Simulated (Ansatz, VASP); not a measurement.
## Two plane-wave programs on BeZn2TeS2

The input INCAR:

```
PREC = Accurate ; ENCUT = 600
EDIFF = 1E-6 ; ISMEAR = 0
SIGMA = 0.1 ; LREAL = False
LASPH = True ; NELM = 100
ALGO = Normal ; ISIF = 3
LWAVE = False ; LCHARG = False
GGA = PE ; IBRION = 2
NSW = 100 ; EDIFFG = -0.01
LUSENCCL = False
```

KPOINTS

```
Automatic mesh
0
Gamma
  8 8 6
```

The input POSCAR:

```
BeZn2TeS2
1.0
    4.9023216592      0.0000000000      0.0000000000
    0.0000000000      4.9023216592      0.0000000000
    0.0000000000      0.0000000000      6.7756331101
Be Zn Te S
1 2 1 2
Direct
    0.5000000000      0.5000000000      0.0000000000
    0.5000000000      0.0000000000      0.4654531112
    0.0000000000      0.5000000000      0.5345468888
    0.0000000000      0.0000000000      0.0000000000
    0.5000000000      0.0000000000      0.9017608361
    0.0000000000      0.5000000000      0.0982391639
```

Input for Ansatz:

```yaml
crystal:
  lattice:
    - [4.9023216592, 0.0, 0.0]
    - [0.0, 4.9023216592, 0.0]
    - [0.0, 0.0, 6.7756331101]
  atoms:
    - { symbol: Be, position: [0.5, 0.5, 0.0] }
    - { symbol: Zn, position: [0.5, 0.0, 0.4654531112] }
    - { symbol: Zn, position: [0.0, 0.5, 0.5345468888] }
    - { symbol: Te, position: [0.0, 0.0, 0.0] }
    - { symbol: S, position: [0.5, 0.0, 0.9017608361] }
    - { symbol: S, position: [0.0, 0.5, 0.0982391639] }
basis:
  ecutwfc: 420
kpoints:
  mp_grid: { grid: [8, 8, 6] }
hamiltonian:
  xc: pbe
scf:
  occupations: { method: gaussian, width: 0.1 }
output:
  forces: true
  stress: true
  eigenvalues: true
  write_density: true
  write_potential: true
  elf: true
  volumetric_format: npy
relax:
  adjacent_minimum: "off"
  f_tol: 0.01
  max_steps: 80
  cell: { stress_tol: 0.05 }
```

Change from the starting cell: species swapped into the Pr2FeSi2Ru type (P-4m2, No. 115).

Alike in both runs: task relaxation of cell and atoms; functional PBE; k mesh 8 × 8 × 6; occupations gaussian, width 0.1 eV; no spin polarisation.

|  | VASP | Ansatz |
| --- | --- | --- |
| version | VASP 6.6.1 | Ansatz 0.2.0 |
| potentials or method | VASP PAW PBE potentials, release 64 (Be, Zn, Te, S), cutoff 600 eV | scalar-relativistic, plane waves, PAW |
| valence electrons in the cell | 44 | 54 |

```tsv
	VASP	Ansatz	Ansatz less VASP
gap on the k mesh at the Fermi level, each at its own relaxed structure (eV)	none	none	-
relaxed volume (Å³/atom)	27.12	27.27	+0.148
relaxed cell length with the largest relative difference (Å)	6.818	6.850	+0.0317
```

A gap of «none» marks a metal or a gap that the smearing closes. VASP's potentials hold 44 valence electrons a cell and Ansatz's 54, so a difference there can come from the potentials and not from the codes.

Neither program's run includes spin-orbit coupling.
